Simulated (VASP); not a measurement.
# ZnRe (P-6m2) in VASP: notebook

ZnRe is run at these levels: PBE, PBE+D3(BJ); tasks: single point.

All numbers are computed with VASP 6.6.1; they aren't measurements. Logs are shortened: lines on timing, memory, paths and dates and some standing lists are left out, and cuts for length are marked.

## Step 1: The cell of the first run

The structure is hexagonal, space group P-6m2 (No. 187). Conventional cell: a = 2.748 Å, b = 2.748 Å, c = 4.404 Å, α = 90.00°, β = 90.00°, γ = 120.00°. Within 3.6 Å of Re (site symmetry -6m2) lie 6 Zn at 2.71 Å and 6 Re at 2.75 Å. Within 3.6 Å of Zn (site symmetry -6m2) lie 6 Re at 2.71 Å and 6 Zn at 2.75 Å.

## Step 2: Single point, PBE

Contents of INCAR:

```
SYSTEM = ZnRe
  PREC = Accurate
  ENCUT = 500
  EDIFF = 1E-6
  ISMEAR = -1
  SIGMA = 0.05
  LREAL = .False.
  LASPH = .True.
  NELM = 120
  ALGO = Normal
  ISIF = 2
  LWAVE = .False.
  LCHARG = .False.
  GGA = PE
  NBANDS = 20
  GGA_COMPAT = .False.
```

Contents of KPOINTS:

```
Automatic mesh
0
Gamma
  9 9 5
  0 0 0
```

Contents of POSCAR:

```
ZnRe
1.0
    2.7482183437      0.0000000000      0.0000000000
   -1.3741091718      2.3800269008      0.0000000000
    0.0000000000      0.0000000000      4.4041846800
Re Zn
1 1
Direct
    0.3333333333      0.6666666667      0.5000000000
    0.0000000000      0.0000000000      0.0000000000
```

Potentials or basis: VASP PAW PBE potentials, release 64 (Re_sv_GW, Zn).

Started as:

```
cat potpaw_PBE.64/Re_sv_GW/POTCAR potpaw_PBE.64/Zn/POTCAR > POTCAR
mpirun -np 1 vasp_std > vasp.out
```

OUTCAR:

```text
SYSTEM = ZnRe
   PREC = Accurate
   ENCUT = 500
   EDIFF = 1E-6
   ISMEAR = -1
   LREAL = .False.
   LASPH = .True.
   NELM = 120
   ISIF = 2
   GGA = PE

 ion  position               nearest neighbor table
   1  0.333  0.667  0.500-   2 2.71   2 2.71   2 2.71   2 2.71   2 2.71   2 2.71
   2  0.000  0.000  0.000-   1 2.71   1 2.71   1 2.71   1 2.71   1 2.71   1 2.71

  LATTYP: Found a hexagonal cell.
 ALAT       =     2.7482183437
 C/A-ratio  =     1.6025599604

  Lattice vectors:

 A1 = (   2.7482183437,   0.0000000000,   0.0000000000)
 A2 = (  -1.3741091718,   2.3800269008,   0.0000000000)
 A3 = (   0.0000000000,   0.0000000000,   4.4041846800)

Analysis of symmetry for initial positions (statically):
=====================================================================
 Subroutine PRICEL returns:
 Original cell was already a primitive cell.

 Routine SETGRP: Setting up the symmetry group for a
 hexagonal supercell.

 Subroutine GETGRP returns: Found 12 space group operations
 (whereof 12 operations were pure point group operations)
 out of a pool of 24 trial point group operations.

The static configuration has the point symmetry D_3h.

Analysis of symmetry for dynamics (positions and initial velocities):
=====================================================================
 Subroutine PRICEL returns:
 Original cell was already a primitive cell.

 Routine SETGRP: Setting up the symmetry group for a
 hexagonal supercell.

 Subroutine GETGRP returns: Found 12 space group operations
 (whereof 12 operations were pure point group operations)
 out of a pool of 24 trial point group operations.

The dynamic configuration has the point symmetry D_3h.

 Subroutine INISYM returns: Found 12 space group operations
 (whereof 12 operations are pure point group operations),
 and found     1 'primitive' translations

----------------------------------------------------------------------------------------

                                     Primitive cell

  volume of cell :      28.8070

  direct lattice vectors                    reciprocal lattice vectors
     2.748218344  0.000000000  0.000000000     0.363872107  0.210081659  0.000000000
    -1.374109172  2.380026901  0.000000000     0.000000000  0.420163318  0.000000000
     0.000000000  0.000000000  4.404184680     0.000000000  0.000000000  0.227056782

  length of vectors
[... 69 lines left out ...]
   ions per type =               1   1
   NGX,Y,Z   is equivalent  to a cutoff of  12.10, 12.10, 12.08 a.u.
   NGXF,Y,Z  is equivalent  to a cutoff of  24.20, 24.20, 24.16 a.u.
 SYSTEM =  ZnRe
   PREC   = accura    normal or accurate (medium, high low for compatibility)
   ISTART =      0    job   : 0-new  1-cont  2-samecut
   ICHARG =      2    charge: 1-file 2-atom 10-const
   ISPIN  =      1    spin polarized calculation?
   LNONCOLLINEAR =      F non collinear calculations
   LSORBIT =      F    spin-orbit coupling
   LASPH  =      T    aspherical Exc in radial PAW
   ENCUT  =  500.0 eV  36.75 Ry    6.06 a.u.   5.01  5.01  8.03*2*pi/ulx,y,z
   NELM   =    120;   NELMIN=  2; NELMDL= -5     # of ELM steps
   EDIFF  = 0.1E-05   stopping-criterion for ELM
   LREAL  =      F    real-space projection
[... 7 lines left out ...]
   TEBEG  =    0.0;   TEEND  =   0.0 temperature during run
   PSTRESS=    0.0 pullay stress
   NELECT =      27.0000    total number of electrons
   NUPDOWN=      -1.0000    fix difference up-down
   EMIN   =  10.00;   EMAX   =-10.00  energy-range for DOS
   EFERMI =   0.00;   METHOD = LEGACY
   ISMEAR =    -1;   SIGMA  =   0.05  broadening in eV -4-tet -1-fermi 0-gaus
   EFERMI_NEDOS =   21; number of points for ismear=-14 and -15
   IALGO  =     38    algorithm
   IMIX   =      4    mixing-type and parameters
     AMIX     =   0.40;   BMIX     =  1.00
     AMIX_MAG =   1.60;   BMIX_MAG =  1.00
  volume/ion in A,a.u.               =      14.40        97.20
  Fermi-wavevector in a.u.,A,eV,Ry     =   1.602126  3.027578 34.923519  2.566806
  Thomas-Fermi vector in A             =   2.698996
   LORBIT       =      0    0 simple, 1 ext, 2 COOP (PROOUT), +10 PAW based schemes
   GGA     = PE    functional components
   LHFCALC =     F    Hartree Fock is set to
   AEXX    =    0.0000 exact exchange contribution
   IVDW    =     0    specifies the selected vdW correction
   LEPSILON=     F    determine dielectric tensor
   LRPA    =     F    only Hartree local field effects (RPA)
 non-spin polarized calculation
  energy-cutoff  :      500.00
  volume of cell :       28.81
 maximum number of plane-waves:       744
 NGX is ok and might be reduce to    20
   NGX =  9   NGY =  9   NGZ = 17

 number of electron      26.9999993 magnetization

 Free energy of the ion-electron system (eV)
  ---------------------------------------------------
  ext. energy  EPLUGINS =         0.00000000
  ---------------------------------------------------
  free energy    TOTEN  =       -14.65361375 eV

  energy without entropy =      -14.63782871  energy(sigma->0) =      -14.64572123

 E-fermi :   8.4164     XC(G=0): -13.1555

 val. band max:        8.4016899196   @ k =   0.4444   0.1111   0.4000
 cond. band min:       8.4189340813   @ k =   0.3333   0.1111   0.2000
 fundamental gap:      0.0172441617
 Fermi energy:         8.4164029299

 k-point     1 :       0.0000    0.0000    0.0000
  band No.  band energies     occupation
      1     -71.8180      2.00000
      2     -33.7539      2.00000
      3     -33.1326      2.00000
      4     -33.1326      2.00000
      5      -2.0360      2.00000
      6       0.3838      2.00000
[... 541 lines left out ...]
     19      18.8760      0.00000
     20      19.7583      0.00000

 [... further k-points ...]

------------------------ aborting loop because EDIFF is reached ----------------------------------------

  FORCE on cell =-STRESS in cart. coord.  units (eV):
  Direction    XX          YY          ZZ          XY          YZ          ZX
  --------------------------------------------------------------------------------------
  -------------------------------------------------------------------------------------
  Total        0.1626586      0.1626586      0.6889451      0.0000000     -0.0000000      0.0000000
  in kB        9.0466744      9.0466744     38.3174471      0.0000000     -0.0000000      0.0000000
  external PRESSURE =      18.8035986 kB  Pullay stress =       0.0000000 kB

 VOLUME and BASIS-vectors are now :
 -----------------------------------------------------------------------------
  energy-cutoff  :      500.00
  volume of cell :       28.81
      direct lattice vectors                 reciprocal lattice vectors
     2.748218344  0.000000000  0.000000000     0.363872107  0.210081659  0.000000000
    -1.374109172  2.380026901  0.000000000     0.000000000  0.420163318  0.000000000
     0.000000000  0.000000000  4.404184680     0.000000000  0.000000000  0.227056782

 POSITION                                       TOTAL-FORCE (eV/Angst)
 -----------------------------------------------------------------------------------
     -0.00000      1.58668      2.20209        -0.000000      0.000000      0.000000
      0.00000      0.00000      0.00000         0.000000      0.000000      0.000000
 -----------------------------------------------------------------------------------
    total drift:                                0.000001     -0.000000     -0.000000

  FREE ENERGIE OF THE ION-ELECTRON SYSTEM (eV)
  ---------------------------------------------------
  free  energy   TOTEN  =       -14.6536137517 eV

  energy  without entropy=      -14.6378287054  energy(sigma->0) =      -14.64572123
```

stdout:

```text
POSCAR found type information on POSCAR ReZn
 POSCAR found :  2 types and       2 ions
 scaLAPACK will be used
 LDA part: xc-table for (Slater+PW92), standard interpolation
 POSCAR, INCAR and KPOINTS ok, starting setup
 FFT: planning ... GRIDC
 FFT: planning ... GRID_SOFT
 FFT: planning ... GRID
 WAVECAR not read
 entering main loop
```

Wall time 8.1 s (1 thread of Intel Xeon 6975P-C (Granite Rapids), shared host); peak memory 0.15 GiB.

What came out:

| Property | Result |
| --- | --- |
| Free energy | -14.6536 eV |
| Pressure | 1.9 GPa |

Stress tensor (GPa, compression positive):
```
0.90 0.00 0.00
0.00 0.90 0.00
0.00 0.00 3.83
```

Caveat: spin-orbit coupling is left out, which moves the levels of the heavy elements.

## Step 3: Single point, PBE

This run uses another cell than the first one, of 14.11 Å³/atom, 0.980 times its volume.

Contents of INCAR:

```
  PREC = Accurate
  ENCUT = 500
  EDIFF = 1E-6
  ISMEAR = -1
  SIGMA = 0.05
  LREAL = F
  LASPH = T
  NELM = 120
  ALGO = Normal
  ISIF = 2
  LWAVE = F
  LCHARG = T
  GGA = PE
  LELF = T
  LVHAR = T
  NBANDS = 20
  GGA_COMPAT = F
```

Contents of KPOINTS:

```
regular mesh
0
Gamma
  9 9 5
```

Changes to POSCAR since step 2:

```diff
@@ -4,3 +4,3 @@
    -1.3741091718      2.3800269008      0.0000000000
-    0.0000000000      0.0000000000      4.4041846800
+    0.0000000000      0.0000000000      4.3143033600
 Re Zn
```

Potentials or basis: VASP PAW PBE potentials, release 64 (Re_sv_GW, Zn).

Started as:

```
cat potpaw_PBE.64/Re_sv_GW/POTCAR potpaw_PBE.64/Zn/POTCAR > POTCAR
mpirun -np 1 vasp_std > vasp.out
```

Run time: 18 s. Hardware: 1 thread of AMD EPYC 7R43 (Zen 3), shared host; peak memory 0.12 GiB.

The run converged. Its results:

```yaml
Free_energy: -14.6204 eV
Pressure: 6.5 GPa
```

Stress tensor (GPa, compression positive):
```
 3.68  0.00  0.00
 0.00  3.68  0.00
 0.00  0.00 12.25
```

Levels at points of the mesh, in eV from the Fermi level:
```csv
k point,band 12,band 13,band 14,band 15,band 16,band 17
"(0.00, 0.00, 0.00)",-1.38,-1.38,-1.24,1.64,1.64,5.80
```

Caveat: spin-orbit coupling is left out, which moves the levels of the heavy elements.

## Step 4: Single point, PBE

This run uses another cell than the first one, of 14.55 Å³/atom, 1.010 times its volume.

Contents of INCAR:

```
PREC     = Accurate       # precision mode
ENCUT    = 500            # plane-wave cutoff, eV
EDIFF    = 1E-6           # SCF threshold, eV
ISMEAR   = -1             # smearing method
SIGMA    = 0.05           # smearing width, eV
LREAL    = False          # projectors in reciprocal space
LASPH    = True           # aspherical terms in the spheres
NELM     = 120            # most SCF steps
ALGO     = Normal         # electronic algorithm
ISIF     = 2              # what is computed and relaxed
LWAVE    = False          # write WAVECAR
LCHARG   = False          # write CHGCAR
GGA      = PE             # functional
NBANDS   = 20             # bands
GGA_COMPAT= False
```

KPOINTS is that of step 3.

Changes to POSCAR since step 3:

```diff
@@ -4,3 +4,3 @@
    -1.3741091718      2.3800269008      0.0000000000
-    0.0000000000      0.0000000000      4.3143033600
+    0.0000000000      0.0000000000      4.4491253400
 Re Zn
```

Started as:

```
cat potpaw_PBE.64/Re_sv_GW/POTCAR potpaw_PBE.64/Zn/POTCAR > POTCAR
mpirun -np 1 vasp_std > vasp.out
```

Run time: 19 s. Hardware: 1 thread of AMD EPYC 7R43 (Zen 3), shared host; peak memory 0.12 GiB.

Results (log left out):

- Free energy: -14.6592 eV
- Pressure: -0.2 GPa

Stress tensor (GPa, compression positive):
```
-0.41  0.00  0.00
 0.00 -0.41  0.00
 0.00  0.00  0.25
```

Levels at points of the mesh, in eV from the Fermi level:
| k point | band 11 | band 12 | band 13 | band 14 | band 15 | band 16 |
| --- | --- | --- | --- | --- | --- | --- |
| (0.00, 0.00, 0.00) | -5.05 | -1.52 | -1.35 | -1.35 | 1.66 | 1.66 |

Caveat: spin-orbit coupling is left out, which moves the levels of the heavy elements.

(Continued in part 2 of 2.)
